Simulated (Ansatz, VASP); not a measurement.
**SiC: VASP beside Ansatz**

POSCAR

```
SiC
1.0
    0.0000000000      2.1740000000      2.2609600000
    2.1740000000      0.0000000000      2.2609600000
    2.1740000000      2.1740000000      0.0000000000
Si C
1 1
Direct
    0.0000000000      0.0000000000      0.0000000000
    0.7500000000      0.7500000000      0.7500000000
```

The input INCAR.step1:

```
SYSTEM = SiC
PREC = Accurate
ENCUT = 520
ISMEAR = 0
SIGMA = 0.05
LREAL = .False.
LASPH = .True.
NELM = 60
NBANDS = 11
GGA = PE
ALGO = Normal
EDIFF = 1E-4
LWAVE = .True.
LCHARG = .False.
```

Contents of INCAR.step2:

```
SYSTEM = SiC
PREC = Accurate
ENCUT = 520
EDIFF = 1E-6
ISMEAR = 0
SIGMA = 0.05
LREAL = .False.
LASPH = .True.
NELM = 60
ALGO = Normal
ISIF = 2
LWAVE = .False.
LCHARG = .False.
METAGGA = R2SCAN
LMIXTAU = .True.
NBANDS = 11
ISTART = 1
```

KPOINTS

```
Automatic mesh
0
Gamma
  12 12 12
  0 0 0
```

Input for Ansatz:

```yaml
crystal:
  lattice:
    - [0.0, 2.174, 2.26096]
    - [2.174, 0.0, 2.26096]
    - [2.174, 2.174, 0.0]
  atoms:
    - { symbol: Si, position: [0.0, 0.0, 0.0] }
    - { symbol: C, position: [0.75, 0.75, 0.75] }
basis:
  ecutwfc: 500
kpoints:
  mp_grid: { grid: [12, 12, 12] }
hamiltonian:
  xc: r2scan
scf:
  occupations: { method: gaussian, width: 0.05 }
output:
  forces: true
  stress: true
  eigenvalues: true
```

Change from the starting cell: strain +0.000 along x and y, +0.040 along z, atoms carried along.

Alike in both runs: task single point; functional r2SCAN; k mesh 12 × 12 × 12; occupations gaussian, width 0.05 eV; no spin polarisation.

```csv
,VASP,Ansatz
version,VASP 6.6.1,Ansatz 0.2.0
potentials or method,"VASP PAW PBE potentials, release 64 (Si, C), cutoff 520 eV","scalar-relativistic, plane waves, PAW"
valence electrons in the cell,8,8
```

|  | VASP | Ansatz | Ansatz less VASP |
| --- | --- | --- | --- |
| gap on the k mesh at the Fermi level (eV) | 1.53 | 1.52 | -0.010 |
| least direct gap on the mesh (eV) | 4.98 | 4.96 | -0.013 |
| pressure (GPa) | -7.4 | -7.2 | +0.14 |
| traceless stress, the component that is largest in VASP (GPa) | -7.84 | -7.81 | +0.029 |

VASP's potentials were made for PBE, not for r2SCAN. The functional is the same, so the differences come from potentials, cutoffs and numerics.
